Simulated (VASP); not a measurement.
The system is Ni.

```
CELL_PARAMETERS angstrom
0.00000 1.76685 1.76685
1.76685 0.00000 1.76685
1.76685 1.76685 0.00000
ATOMIC_POSITIONS crystal
Ni 0.00000 0.00000 0.00000
```

Base run:

- Program: VASP 6.6.1
- Functional: PBE
- Potentials or basis: VASP PAW PBE potentials, release 64 (Ni)
- Cutoff: 520 eV
- k mesh: 12 × 12 × 12
- Occupations: fermi-dirac, width 0.1 eV
- Spin: collinear spin, ferromagnetic start
- Starting moments: [0.97] μB
- Fixed moment: 0.97 μB

Its results: pressure 0.7 GPa; net moment 0.97 μB per cell; site moments Ni +0.96 μB.

The run is repeated on the same cell with these changes: fixed moment from 0.97 μB to none; moments at the start from [0.97] to [2.0]. What comes out?

Pressure -2.0 GPa; net moment 0.64 μB per cell; site moments Ni +0.65 μB.

Caveats: the total moment is fixed, so each spin has its own Fermi level (some runs).
